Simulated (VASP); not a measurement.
Write the native input for VASP 6.6.1 that does the following.

- Task: single point
- Functional: r2SCAN
- Potentials or basis: VASP PAW PBE potentials, release 64 (Ta_pv, N)
- Cutoff: 520 eV
- k mesh: 18 × 18 × 12
- Occupations: gaussian, width 0.15 eV
- Spin: no spin polarisation
- Dipole correction: no
- Further INCAR settings: ALGO = Normal; EDIFF = 1e-06; NBANDS = 20

Crystal: Ta2N.

```
Ta N
1.0
     3.07330    0.00000    0.00000
    -1.53665    2.66155    0.00000
     0.00000    0.00000    4.89543
Ta N
2 1
Cartesian
  1.5366 0.8872 3.6372
  0.0000 1.7744 1.2583
  0.0000 0.0000 0.0000
```

The input as run:

POSCAR

```
Ta2N
1.0
    3.0732975851      0.0000000000      0.0000000000
   -1.5366487925      2.6615537821      0.0000000000
    0.0000000000      0.0000000000      4.8954311604
Ta N
2 1
Direct
    0.6666666667      0.3333333333      0.7429737799
    0.3333333333      0.6666666667      0.2570262201
    0.0000000000      0.0000000000      0.0000000000
```

INCAR.step1

```
SYSTEM = Ta2N
PREC = Accurate
ENCUT = 520
ISMEAR = 0
SIGMA = 0.15
LREAL = .FALSE.
LASPH = .TRUE.
NELM = 80
NBANDS = 20
GGA = PE
ALGO = Normal
EDIFF = 1E-4
LWAVE = .TRUE.
LCHARG = .FALSE.
```

INCAR.step2

```
SYSTEM = Ta2N
PREC = Accurate
ENCUT = 520
EDIFF = 1E-6
ISMEAR = 0
SIGMA = 0.15
LREAL = .FALSE.
LASPH = .TRUE.
NELM = 80
ALGO = Normal
ISIF = 2
LWAVE = .FALSE.
LCHARG = .FALSE.
METAGGA = R2SCAN
LMIXTAU = .TRUE.
NBANDS = 20
ISTART = 1
```

KPOINTS

```
regular mesh
0
G
  18 18 12
  0 0 0
```

Potentials or basis: VASP PAW PBE potentials, release 64 (Ta_pv, N).

Launch:

```sh
$ cat potpaw_PBE.64/Ta_pv/POTCAR potpaw_PBE.64/N/POTCAR > POTCAR
$ cp INCAR.step1 INCAR
$ mpirun -np 1 vasp_std > vasp.out
$ cp INCAR.step2 INCAR
$ mpirun -np 1 vasp_std > vasp.out
```

Results of the run:

```json
{"Pressure": "1.1 GPa", "Largest force": "0.073 eV/Å"}
```

Caveat: the PAW data sets were made with another functional, which shifts forces and pressure a little.

Wall time 11 min on 1 thread of Intel(R) Xeon(R) Platinum 8259CL CPU @ 2.50GHz (Skylake/Cascade Lake), with other jobs on the host, peak memory 0.39 GiB.
